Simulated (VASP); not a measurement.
A run of VASP 6.6.1:

INCAR

```
SYSTEM = YSi2
ALGO = Normal ; EDIFF = 1E-7
ENCUT = 520 ; GGA = PS
ISIF = 2 ; ISMEAR = 1
LASPH = .True. ; LCHARG = .False.
LREAL = .False. ; LWAVE = .False.
NBANDS = 16 ; NELM = 100
PREC = Accurate ; SIGMA = 0.35
```

The input KPOINTS:

```
k-points
0
Gamma
  12 12 12
  0 0 0
```

POSCAR

```
YSi2
1.0
    4.1766964117      0.0000000000      0.0000000000
   -2.0883482058      3.6171251964      0.0000000000
    0.0000000000      0.0000000000      4.1349294476
Y Si
1 2
Direct
    0.0000000000      0.0000000000      0.0000000000
    0.3333333333      0.6666666667      0.5000000000
    0.6666666667      0.3333333333      0.5000000000
```

Potentials or basis: VASP PAW PBE potentials, release 64 (Y_sv, Si).

Command:

```bash
$ cat potpaw_PBE.64/Y_sv/POTCAR potpaw_PBE.64/Si/POTCAR > POTCAR
$ mpirun -np 1 vasp_std > vasp.out
```

Hardware: 1 thread of AMD EPYC 9R45 96-Core Processor (Zen 5), with other jobs on the host.

Problem. How long does it take, and how much memory?

Solution. Wall time 81 s on 1 thread of AMD EPYC 9R45 96-Core Processor (Zen 5), on a shared host, peak memory 0.26 GiB. Counts: scf iterations 16, k points 133.
